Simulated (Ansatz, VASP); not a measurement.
Two plane-wave programs on Al2Tl

```
CELL_PARAMETERS angstrom
5.33520 0.00000 0.00000
0.00000 5.46640 0.00000
0.00000 0.00000 7.65505
ATOMIC_POSITIONS crystal
Al 0.24578 0.25532 0.00000
Al 0.24578 0.74468 0.00000
Al 0.75422 0.25532 0.00000
Al 0.75422 0.74468 0.00000
Tl 0.50000 0.00000 0.30168
Tl 0.50000 0.00000 0.69832
```

Alike in both runs: functional PBE; k mesh 4 × 4 × 4; occupations gaussian, width 0.1 eV; no spin polarisation.

Ansatz relaxed the structure, and its values are those at the end. VASP's run is a single point on that final structure, the one shown.

```csv
,VASP,Ansatz
version,VASP 6.6.1,Ansatz 0.2.0
potentials or method,"VASP PAW PBE potentials, release 64 (Al, Tl_d), cutoff 520 eV","scalar-relativistic, plane waves, PAW"
valence electrons in the cell,38,38
```

```tsv
	VASP	Ansatz	Ansatz less VASP
gap on the k mesh at the Fermi level (eV)	none	none	-
pressure (GPa)	0.0	0.0	+0.02
rms of the force components (eV/Å)	0.011	0.011	-0.0004
```

A gap of «none» marks a metal or a gap that the smearing closes. With one functional, cell and mesh, what is left measures potentials, basis and numerics.

Spin-orbit coupling is off throughout.
